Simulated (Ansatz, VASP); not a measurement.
## AlO: VASP beside Ansatz

```
Al O
1.0
     2.50290    0.00000    0.00000
    -1.25145    2.16757    0.00000
     0.00000    0.00000    8.00928
Al O
2 2
Direct
  0.00000 0.00000 0.75000
  0.00000 0.00000 0.25000
  0.33333 0.66667 0.87000
  0.66667 0.33333 0.13000
```

Change from the starting cell: ordered vacancies on the anion sites of cadmium iodide (P-3m1, No. 164).

Alike in both runs: task single point; functional PBE; k mesh 6 × 6 × 2; occupations gaussian, width 0.1 eV; no spin polarisation.

```csv
,VASP,Ansatz
version,VASP 6.6.1,Ansatz 0.2.0
potentials or method,"VASP PAW PBE potentials, release 64 (Al, O), cutoff 520 eV","scalar-relativistic, plane waves, PAW"
valence electrons in the cell,18,18
```

```tsv
	VASP	Ansatz	Ansatz less VASP
gap on the k mesh at the Fermi level (eV)	none	none	-
rms of the force components (eV/Å)	0.629	0.666	+0.0367
```

Atom by atom the forces differ by 0.045 eV/Å (rms over components). A gap of «none» marks a metal or a gap that the smearing closes.

The k mesh is coarse, so the values compare programs but aren't converged.
